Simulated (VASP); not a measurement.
# KCl (F-43m) in VASP: further runs

The runs below take KCl through single point, with r2SCAN.

All numbers are computed with VASP 6.6.1; they aren't measurements. Logs are shortened: lines on timing, memory, paths and dates and some standing lists are left out, and cuts for length are marked.

### 1 The cell of the first run

Symmetry: F-43m, No. 216, cubic system. Conventional cell: a = 7.015 Å, b = 7.015 Å, c = 7.015 Å, α = 90.00°, β = 90.00°, γ = 90.00°. Within 4.0 Å of K (site symmetry -43m) lie 4 Cl at 3.04 Å. Within 4.0 Å of Cl (site symmetry -43m) lie 4 K at 3.04 Å.

### 2 Single point, r2SCAN

POSCAR

```
KCl
1.0
    0.0000000000      3.5072828304      3.5072828304
    3.5072828304      0.0000000000      3.5072828304
    3.5072828304      3.5072828304      0.0000000000
K Cl
1 1
Direct
    0.0000000000      0.0000000000      0.0000000000
    0.2500000000      0.2500000000      0.2500000000
```

INCAR.step1

```
SYSTEM = KCl
PREC = Accurate
ENCUT = 520
ISMEAR = 1
SIGMA = 0.05
LREAL = .False.
LASPH = .True.
NELM = 100
NBANDS = 15
GGA = PE
ALGO = Normal
EDIFF = 1E-4
LWAVE = .True.
LCHARG = .False.
```

INCAR.step2

```
SYSTEM = KCl
PREC = Accurate
ENCUT = 520
EDIFF = 1E-7
ISMEAR = 1
SIGMA = 0.05
LREAL = .False.
LASPH = .True.
NELM = 100
ALGO = Normal
ISIF = 2
LWAVE = .False.
LCHARG = .False.
METAGGA = R2SCAN
LMIXTAU = .True.
NBANDS = 15
ISTART = 1
```

KPOINTS

```
regular mesh
0
Gamma
  4 4 4
  0 0 0
```

Potentials or basis: VASP PAW PBE potentials, release 64 (K_sv, Cl).

On the command line:

```bash
$ cat potpaw_PBE.64/K_sv/POTCAR potpaw_PBE.64/Cl/POTCAR > POTCAR
$ cp INCAR.step1 INCAR
$ mpirun -np 1 vasp_std > vasp.out
$ cp INCAR.step2 INCAR
$ mpirun -np 1 vasp_std > vasp.out
```

OUTCAR:

```text
SYSTEM = KCl
   PREC = Accurate
   ENCUT = 520
   EDIFF = 1E-7
   ISMEAR = 1
   LREAL = .False.
   LASPH = .True.
   NELM = 100
   ISIF = 2
   METAGGA = R2SCAN
   ISTART = 1

 ion  position               nearest neighbor table
   1  0.000  0.000  0.000-   2 3.04   2 3.04   2 3.04   2 3.04
   2  0.250  0.250  0.250-   1 3.04   1 3.04   1 3.04   1 3.04

  LATTYP: Found a face centered cubic cell.
 ALAT       =     7.0145656608

  Lattice vectors:

 A1 = (   0.0000000000,   3.5072828304,   3.5072828304)
 A2 = (   3.5072828304,   0.0000000000,   3.5072828304)
 A3 = (   3.5072828304,   3.5072828304,   0.0000000000)

Analysis of symmetry for initial positions (statically):
=====================================================================
 Subroutine PRICEL returns:
 Original cell was already a primitive cell.

 Routine SETGRP: Setting up the symmetry group for a
 face centered cubic supercell.

 Subroutine GETGRP returns: Found 24 space group operations
 (whereof 24 operations were pure point group operations)
 out of a pool of 48 trial point group operations.

The static configuration has the point symmetry T_d .

Analysis of symmetry for dynamics (positions and initial velocities):
=====================================================================
 Subroutine PRICEL returns:
 Original cell was already a primitive cell.

 Routine SETGRP: Setting up the symmetry group for a
 face centered cubic supercell.

 Subroutine GETGRP returns: Found 24 space group operations
 (whereof 24 operations were pure point group operations)
 out of a pool of 48 trial point group operations.

The dynamic configuration has the point symmetry T_d .

 Subroutine INISYM returns: Found 24 space group operations
 (whereof 24 operations are pure point group operations),
 and found     1 'primitive' translations

----------------------------------------------------------------------------------------

                                     Primitive cell

  volume of cell :      86.2864

  direct lattice vectors                    reciprocal lattice vectors
     0.000000000  3.507282830  3.507282830    -0.142560502  0.142560502  0.142560502
     3.507282830  0.000000000  3.507282830     0.142560502 -0.142560502  0.142560502
     3.507282830  3.507282830  0.000000000     0.142560502  0.142560502 -0.142560502

  length of vectors
     4.960046946  4.960046946  4.960046946     0.246922032  0.246922032  0.246922032

  position of ions in fractional coordinates (direct lattice)
     0.000000000  0.000000000  0.000000000
     0.250000000  0.250000000  0.250000000

  ion indices of the primitive-cell ions
   primitive index   ion index
                 1           1
                 2           2

----------------------------------------------------------------------------------------

 KPOINTS: regular mesh

Automatic generation of k-mesh.
 Grid dimensions read from file:
 generate k-points for:    4    4    4

 Generating k-lattice:

  Cartesian coordinates                     Fractional coordinates (reciprocal lattice)
    -0.035640125  0.035640125  0.035640125     0.250000000  0.000000000  0.000000000
     0.035640125 -0.035640125  0.035640125     0.000000000  0.250000000  0.000000000
     0.035640125  0.035640125 -0.035640125     0.000000000  0.000000000  0.250000000

  Length of vectors
     0.061730508  0.061730508  0.061730508

  Shift w.r.t. Gamma in fractional coordinates (k-lattice)
     0.000000000  0.000000000  0.000000000

 Subroutine IBZKPT returns following result:
 ===========================================

 Found      8 irreducible k-points:

 Following reciprocal coordinates:
            Coordinates               Weight
  0.000000  0.000000  0.000000      1.000000
  0.250000  0.000000  0.000000      8.000000
  0.500000  0.000000  0.000000      4.000000
  0.250000  0.250000  0.000000      6.000000
  0.500000  0.250000  0.000000     24.000000
 -0.250000  0.250000  0.000000     12.000000
  0.500000  0.500000  0.000000      3.000000
 -0.250000  0.500000  0.250000      6.000000
   k-points           NKPTS =      8   k-points in BZ     NKDIM =      8   number of bands    NBANDS=     15
   number of dos      NEDOS =    301   number of ions     NIONS =      2
   total plane-waves  NPLWV =  64000
   dimension x,y,z NGX =    40 NGY =   40 NGZ =   40
   dimension x,y,z NGXF=    80 NGYF=   80 NGZF=   80
   ions per type =               1   1
   NGX,Y,Z   is equivalent  to a cutoff of  13.41, 13.41, 13.41 a.u.
   NGXF,Y,Z  is equivalent  to a cutoff of  26.81, 26.81, 26.81 a.u.
 SYSTEM =  KCl
   PREC   = accura    normal or accurate (medium, high low for compatibility)
   ISTART =      1    job   : 0-new  1-cont  2-samecut
   ICHARG =      0    charge: 1-file 2-atom 10-const
   ISPIN  =      1    spin polarized calculation?
   LNONCOLLINEAR =      F non collinear calculations
   LSORBIT =      F    spin-orbit coupling
   LASPH  =      T    aspherical Exc in radial PAW
   ENCUT  =  520.0 eV  38.22 Ry    6.18 a.u.   9.22  9.22  9.22*2*pi/ulx,y,z
   NELM   =    100;   NELMIN=  2; NELMDL=  0     # of ELM steps
   EDIFF  = 0.1E-06   stopping-criterion for ELM
   LREAL  =      F    real-space projection
   EDIFFG = 0.1E-05   stopping-criterion for IOM
   NSW    =      0    number of steps for IOM
   IBRION =     -1    ionic relax: 0-MD 1-quasi-New 2-CG
   NFREE  =      0    steps in history (QN), initial steepest desc. (CG)
   ISIF   =      2    stress and relaxation
   ISYM   =      2    0-nonsym 1-usesym 2-fastsym
   POTIM  = 0.5000    time-step for ionic-motion
   TEBEG  =    0.0;   TEEND  =   0.0 temperature during run
   PSTRESS=    0.0 pullay stress
   NELECT =      16.0000    total number of electrons
   NUPDOWN=      -1.0000    fix difference up-down
   EMIN   =  10.00;   EMAX   =-10.00  energy-range for DOS
   EFERMI =   0.00;   METHOD = LEGACY
   ISMEAR =     1;   SIGMA  =   0.05  broadening in eV -4-tet -1-fermi 0-gaus
   EFERMI_NEDOS =   21; number of points for ismear=-14 and -15
   IALGO  =     38    algorithm
   IMIX   =      4    mixing-type and parameters
     AMIX     =   0.40;   BMIX     =  1.00
     AMIX_MAG =   1.60;   BMIX_MAG =  1.00
  volume/ion in A,a.u.               =      43.14       291.14
  Fermi-wavevector in a.u.,A,eV,Ry     =   0.933542  1.764139 11.857496  0.871501
  Thomas-Fermi vector in A             =   2.060255
   LORBIT       =      0    0 simple, 1 ext, 2 COOP (PROOUT), +10 PAW based schemes
   METAGGA = R2SCAN    functional components
   LHFCALC =     F    Hartree Fock is set to
   AEXX    =    0.0000 exact exchange contribution
   IVDW    =     0    specifies the selected vdW correction
   LEPSILON=     F    determine dielectric tensor
   LRPA    =     F    only Hartree local field effects (RPA)
 non-spin polarized calculation
 Methfessel and Paxton  Order N= 1 SIGMA  =   0.05
  energy-cutoff  :      520.00
  volume of cell :       86.29
 maximum number of plane-waves:      2346
 NGX is ok and might be reduce to    40
   NGX = 19   NGY = 19   NGZ = 19

 number of electron      16.0000000 magnetization

 Free energy of the ion-electron system (eV)
  ---------------------------------------------------
  ext. energy  EPLUGINS =         0.00000000
  ---------------------------------------------------
  free energy    TOTEN  =       -16.21829633 eV

  energy without entropy =      -16.22273071  energy(sigma->0) =      -16.21977445

 E-fermi :  -3.5616     XC(G=0):  -6.3706

 val. band max:       -3.5948497793   @ k =   0.5000   0.5000   0.0000
 cond. band min:       1.7576847839   @ k =   0.0000   0.0000   0.0000
 fundamental gap:      5.3525345632
 Fermi energy:        -3.5615881875

 k-point     1 :       0.0000    0.0000    0.0000
  band No.  band energies     occupation
      1     -31.9439      2.00000
      2     -15.8892      2.00000
      3     -14.6660      2.00000
      4     -14.6660      2.00000
      5     -14.6660      2.00000
      6      -3.6318      2.06324
      7      -3.6318      2.06324
      8      -3.6318      2.06324
      9       1.7577      0.00000
     10       6.5439      0.00000
     11       6.5439      0.00000
     12       7.5512      0.00000
     13       7.5512      0.00000
     14       7.5512      0.00000
     15       8.7229      0.00000

 k-point     2 :       0.2500    0.0000    0.0000
  band No.  band energies     occupation
      1     -31.9424      2.00000
      2     -15.9773      2.00000
      3     -14.6713      2.00000
      4     -14.6713      2.00000
      5     -14.5679      2.00000
      6      -3.7981      2.00000
      7      -3.6172      2.06646
      8      -3.6172      2.06646
      9       2.6440      0.00000
     10       6.1173      0.00000
     11       6.1173      0.00000
     12       6.4852      0.00000
     13       7.6349      0.00000
     14       8.0374      0.00000
     15       8.0374      0.00000

 k-point     3 :       0.5000    0.0000    0.0000
  band No.  band energies     occupation
      1     -31.9409      2.00000
      2     -16.0536      2.00000
      3     -14.6765      2.00000
      4     -14.6765      2.00000
      5     -14.4824      2.00000
      6      -3.9231      2.00000
      7      -3.6036      1.99961
      8      -3.6036      1.99961
      9       4.1991      0.00000
     10       4.5059      0.00000
     11       6.0730      0.00000
     12       6.0730      0.00000
     13       7.6484      0.00000
     14       7.6484      0.00000
     15       8.3804      0.00000

 k-point     4 :       0.2500    0.2500    0.0000
  band No.  band energies     occupation
      1     -31.9419      2.00000
      2     -16.0032      2.00000
      3     -14.6787      2.00000
      4     -14.6787      2.00000
      5     -14.5270      2.00000
      6      -3.8388      2.00000
      7      -3.6145      2.06032
      8      -3.6145      2.06032
      9       2.8951      0.00000
     10       5.0097      0.00000
     11       7.0501      0.00000
     12       7.0856      0.00000
     13       7.8556      0.00000
     14       7.8556      0.00000
     15       8.5806      0.00000

 k-point     5 :       0.5000    0.2500    0.0000
  band No.  band energies     occupation
      1     -31.9404      2.00000
      2     -16.0747      2.00000
      3     -14.6953      2.00000
      4     -14.6840      2.00000
      5     -14.4349      2.00000
      6      -3.8867      2.00000
      7      -3.6716      2.00796
      8      -3.5994      1.95562
      9       3.8022      0.00000
     10       4.7248      0.00000
     11       6.2573      0.00000
     12       6.6262      0.00000
     13       7.8936      0.00000
     14       8.1051      0.00000
     15       8.3120      0.00000

 k-point     6 :      -0.2500    0.2500    0.0000
  band No.  band energies     occupation
      1     -31.9409      2.00000
      2     -16.0518      2.00000
      3     -14.6953      2.00000
      4     -14.6765      2.00000
      5     -14.4651      2.00000
      6      -3.8319      2.00000
      7      -3.7001      2.00064
      8      -3.6017      1.98124
      9       3.5939      0.00000
     10       5.2305      0.00000
     11       5.8921      0.00000
     12       6.1965      0.00000
     13       7.9863      0.00000
     14       8.1875      0.00000
     15       8.3302      0.00000

 k-point     7 :       0.5000    0.5000    0.0000
  band No.  band energies     occupation
      1     -31.9400      2.00000
      2     -16.0976      2.00000
      3     -14.6915      2.00000
      4     -14.6915      2.00000
      5     -14.4083      2.00000
      6      -3.9837      2.00000
      7      -3.5948      1.89429
      8      -3.5948      1.89429
      9       3.5734      0.00000
     10       4.6920      0.00000
     11       7.2964      0.00000
     12       7.5021      0.00000
     13       7.5021      0.00000
     14       7.7803      0.00000
     15       7.9678      0.00000

 k-point     8 :      -0.2500    0.5000    0.2500
  band No.  band energies     occupation
      1     -31.9400      2.00000
      2     -16.0958      2.00000
      3     -14.7019      2.00000
      4     -14.6918      2.00000
      5     -14.3998      2.00000
      6      -3.8141      2.00000
      7      -3.7686      2.00000
      8      -3.5996      1.95865
      9       3.7808      0.00000
     10       4.6851      0.00000
     11       6.9654      0.00000
     12       7.0817      0.00000
     13       7.3167      0.00000
     14       7.7430      0.00000
     15       8.4275      0.00000

------------------------ aborting loop because EDIFF is reached ----------------------------------------

  FORCE on cell =-STRESS in cart. coord.  units (eV):
  Direction    XX          YY          ZZ          XY          YZ          ZX
  --------------------------------------------------------------------------------------
  -------------------------------------------------------------------------------------
  Total       -0.0109624     -0.0109624     -0.0109624      0.0000000     -0.0000000      0.0000000
  in kB       -0.2035510     -0.2035510     -0.2035510      0.0000000     -0.0000000      0.0000000
  external PRESSURE =      -0.2035510 kB  Pullay stress =       0.0000000 kB

 VOLUME and BASIS-vectors are now :
 -----------------------------------------------------------------------------
  energy-cutoff  :      520.00
  volume of cell :       86.29
      direct lattice vectors                 reciprocal lattice vectors
     0.000000000  3.507282830  3.507282830    -0.142560502  0.142560502  0.142560502
     3.507282830  0.000000000  3.507282830     0.142560502 -0.142560502  0.142560502
     3.507282830  3.507282830  0.000000000     0.142560502  0.142560502 -0.142560502

 POSITION                                       TOTAL-FORCE (eV/Angst)
 -----------------------------------------------------------------------------------
      0.00000      0.00000      0.00000         0.000000     -0.000000      0.000000
      1.75364      1.75364      1.75364        -0.000000      0.000000     -0.000000
 -----------------------------------------------------------------------------------
    total drift:                               -0.000000     -0.000000     -0.000000

  FREE ENERGIE OF THE ION-ELECTRON SYSTEM (eV)
  ---------------------------------------------------
  free  energy   TOTEN  =       -16.2182963283 eV

  energy  without entropy=      -16.2227307066  energy(sigma->0) =      -16.21977445
```

It took 2.5 min on 1 thread of AMD EPYC 7R13, shared host; peak memory 0.22 GiB.

What came out:

```
Free energy            : -16.2183 eV
Pressure               : 0.0 GPa
Band gap on the k mesh : 5.35 eV (least direct gap 5.39 eV)
```

Caveat: the structure was generated, so it needn't be the stable form of KCl; the PAW data sets were made with another functional, which shifts forces and pressure a little.

### 3 Single point, r2SCAN

POSCAR is that of step 2.

INCAR.step1

```
PREC     = Accurate       # precision mode
ENCUT    = 520            # plane-wave cutoff, eV
ISMEAR   = 0              # smearing method
SIGMA    = 0.001          # smearing width, eV
LREAL    = F              # projectors in reciprocal space
LASPH    = T              # aspherical terms in the spheres
NELM     = 100            # most SCF steps
NBANDS   = 15             # bands
GGA      = PE             # functional
ALGO     = Normal         # electronic algorithm
EDIFF    = 1E-4           # SCF threshold, eV
LWAVE    = T              # write WAVECAR
LCHARG   = F              # write CHGCAR
```

INCAR.step2

```
PREC     = Accurate       # precision mode
ENCUT    = 520            # plane-wave cutoff, eV
EDIFF    = 1E-6           # SCF threshold, eV
ISMEAR   = 0              # smearing method
SIGMA    = 0.001          # smearing width, eV
LREAL    = F              # projectors in reciprocal space
LASPH    = T              # aspherical terms in the spheres
NELM     = 100            # most SCF steps
ALGO     = Normal         # electronic algorithm
ISIF     = 2              # what is computed and relaxed
LWAVE    = F              # write WAVECAR
LCHARG   = T              # write CHGCAR
METAGGA  = R2SCAN         # meta-GGA
LMIXTAU  = T            
LELF     = T              # ELF
LVHAR    = T            
NBANDS   = 15             # bands
ISTART   = 1
```

KPOINTS

```
regular mesh
0
Gamma
  4 4 4
```

Potentials or basis: VASP PAW PBE potentials, release 64 (K_sv, Cl).

On the command line:

```bash
$ cat potpaw_PBE.64/K_sv/POTCAR potpaw_PBE.64/Cl/POTCAR > POTCAR
$ cp INCAR.step1 INCAR
$ mpirun -np 1 vasp_std > vasp.out
$ cp INCAR.step2 INCAR
$ mpirun -np 1 vasp_std > vasp.out
```

Run time: 2.4 min. Hardware: 1 thread of AMD EPYC 7R13, shared host; peak memory 0.22 GiB.

Results (log left out):

* Free energy: -16.2219 eV
* Pressure: 0.0 GPa
* Band gap on the k mesh: 5.35 eV (least direct gap 5.39 eV)

Levels at points of the mesh, in eV from the valence-band top:
```
           k point  band 5  band 6  band 7  band 8  band 9  band 10  band 11  band 12
(0.00, 0.00, 0.00)  -11.07   -0.04   -0.04   -0.04    5.35    10.14    10.14    11.15
(0.50, 0.00, 0.00)  -10.89   -0.33   -0.01   -0.01    7.79     8.10     9.67     9.67
(0.50, 0.50, 0.00)  -10.81   -0.39    0.00    0.00    7.17     8.29    10.89    11.10
```

Caveat: the structure was generated, so it needn't be the stable form of KCl; the PAW data sets were made with another functional, which shifts forces and pressure a little. A k mesh can miss the band edges.

### 4 Single point, r2SCAN

POSCAR is that of step 3.

INCAR.step1

```
SYSTEM = KCl
  PREC = Accurate
  ENCUT = 520
  ISMEAR = 0
  SIGMA = 0.5
  LREAL = .FALSE.
  LASPH = .TRUE.
  NELM = 60
  NBANDS = 15
  GGA = PE
  ALGO = Normal
  EDIFF = 1E-4
  LWAVE = .TRUE.
  LCHARG = .FALSE.
```

INCAR.step2

```
SYSTEM = KCl
  PREC = Accurate
  ENCUT = 520
  EDIFF = 1E-6
  ISMEAR = 0
  SIGMA = 0.5
  LREAL = .FALSE.
  LASPH = .TRUE.
  NELM = 60
  ALGO = Normal
  ISIF = 2
  LWAVE = .FALSE.
  LCHARG = .FALSE.
  METAGGA = R2SCAN
  LMIXTAU = .TRUE.
  NBANDS = 15
  ISTART = 1
```

KPOINTS

```
regular mesh
0
G
  4 4 4
  0 0 0
```

On the command line:

```bash
$ cat potpaw_PBE.64/K_sv/POTCAR potpaw_PBE.64/Cl/POTCAR > POTCAR
$ cp INCAR.step1 INCAR
$ mpirun -np 1 vasp_std > vasp.out
$ cp INCAR.step2 INCAR
$ mpirun -np 1 vasp_std > vasp.out
```

Wall time 1.9 min (1 thread of AMD EPYC 7R13, shared host); peak memory 0.22 GiB.

It converged, with:

| Item | Value |
| --- | --- |
| Free energy | -16.2219 eV |
| Pressure | 0.0 GPa |
| Band gap on the k mesh | 5.35 eV (least direct gap 5.39 eV) |

Levels at points of the mesh, in eV from the valence-band top:
```
           k point  band 4  band 5  band 6  band 7  band 8  band 9  band 10  band 11  band 12  band 13
(0.00, 0.00, 0.00)  -11.07  -11.07   -0.04   -0.04   -0.04    5.35    10.14    10.14    11.15    11.15
(0.50, 0.00, 0.00)  -11.08  -10.89   -0.33   -0.01   -0.01    7.79     8.10     9.67     9.67    11.24
(0.50, 0.50, 0.00)  -11.10  -10.81   -0.39    0.00    0.00    7.17     8.29    10.89    11.10    11.10
```

Caveat: so wide a smearing shifts energies and pressures; the structure was generated, so it needn't be the stable form of KCl; the PAW data sets were made with another functional, which shifts forces and pressure a little. A k mesh can miss the band edges.

(Continued in part 2 of 2.)
